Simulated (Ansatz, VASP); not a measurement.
**One calculation of MgS, two programs**

The input POSCAR:

```
MgS
1.0
    4.0613425392      0.0000000000      0.0000000000
   -2.0306712696      3.5172258124      0.0000000000
    0.0000000000      0.0000000000      6.4748933962
S Mg
2 2
Direct
    0.6666666667      0.3333333333      0.8792441500
    0.3333333333      0.6666666667      0.3792441500
    0.3333333333      0.6666666667      0.9957548500
    0.6666666667      0.3333333333      0.4957548500
```

File INCAR.step1:

```
SYSTEM = MgS
PREC     = Accurate       ! precision mode
ENCUT    = 520            ! plane-wave cutoff, eV
ISMEAR   = -1             ! smearing method
SIGMA    = 0.05           ! smearing width, eV
LREAL    = .False.        ! projectors in reciprocal space
LASPH    = .True.         ! aspherical terms in the spheres
NELM     = 100            ! most SCF steps
NBANDS   = 16             ! bands
GGA      = PE             ! functional
ALGO     = Normal         ! electronic algorithm
EDIFF    = 1E-4           ! SCF threshold, eV
LWAVE    = .True.         ! write WAVECAR
LCHARG   = .False.        ! write CHGCAR
```

The input INCAR.step2:

```
SYSTEM = MgS
PREC     = Accurate       ! precision mode
ENCUT    = 520            ! plane-wave cutoff, eV
EDIFF    = 1E-7           ! SCF threshold, eV
ISMEAR   = -1             ! smearing method
SIGMA    = 0.05           ! smearing width, eV
LREAL    = .False.        ! projectors in reciprocal space
LASPH    = .True.         ! aspherical terms in the spheres
NELM     = 100            ! most SCF steps
ALGO     = Normal         ! electronic algorithm
ISIF     = 2              ! what is computed and relaxed
LWAVE    = .False.        ! write WAVECAR
LCHARG   = .True.         ! write CHGCAR
METAGGA  = R2SCAN         ! meta-GGA
LMIXTAU  = .True.       
LELF     = .True.         ! ELF
LVHAR    = .True.       
NBANDS   = 16             ! bands
ISTART   = 1
```

Contents of KPOINTS:

```
regular mesh
0
Gamma
  8 8 4
  0 0 0
```

The input input.yaml:

```yaml
crystal:
  lattice:
    - [4.0613425392, 0.0, 0.0]
    - [-2.0306712696, 3.5172258124, 0.0]
    - [0.0, 0.0, 6.4748933962]
  atoms:
    - { symbol: S, position: [0.6666666667, 0.3333333333, 0.87924415] }
    - { symbol: S, position: [0.3333333333, 0.6666666667, 0.37924415] }
    - { symbol: Mg, position: [0.3333333333, 0.6666666667, 0.99575485] }
    - { symbol: Mg, position: [0.6666666667, 0.3333333333, 0.49575485] }
hamiltonian:
  xc: r2scan
  pseudopotentials: { kind: paw }
kpoints:
  mp_grid: { grid: [8, 8, 4] }
scf:
  occupations: { method: fermi_dirac, width: 0.05 }
output:
  forces: true
  stress: true
  eigenvalues: true
```

Alike in both runs: task single point; functional r2SCAN; k mesh 8 × 8 × 4; occupations fermi-dirac, width 0.05 eV; no spin polarisation.

|  | VASP | Ansatz |
| --- | --- | --- |
| version | VASP 6.6.1 | Ansatz 0.2.0 |
| potentials or method | VASP PAW PBE potentials, release 64 (S, Mg) | Ansatz PAW |
| plane-wave cutoff (eV) | 520 | 500 |
| valence electrons in the cell | 16 | 32 |

```tsv
	VASP	Ansatz	Ansatz less VASP
gap on the k mesh at the Fermi level (eV)	4.00	4.01	+0.013
least direct gap on the mesh (eV)	4.00	4.01	+0.013
pressure (GPa)	-1.4	-1.1	+0.28
traceless stress, the component that is largest in VASP (GPa)	-0.04	-0.06	-0.019
rms of the force components (eV/Å)	0.033	0.033	-0.0008
```

VASP's potentials were made for PBE, not for r2SCAN. Atom by atom the forces differ by 0.001 eV/Å (rms over components). VASP's potentials hold 16 valence electrons a cell and Ansatz's 32, so a difference there can come from the potentials and not from the codes.
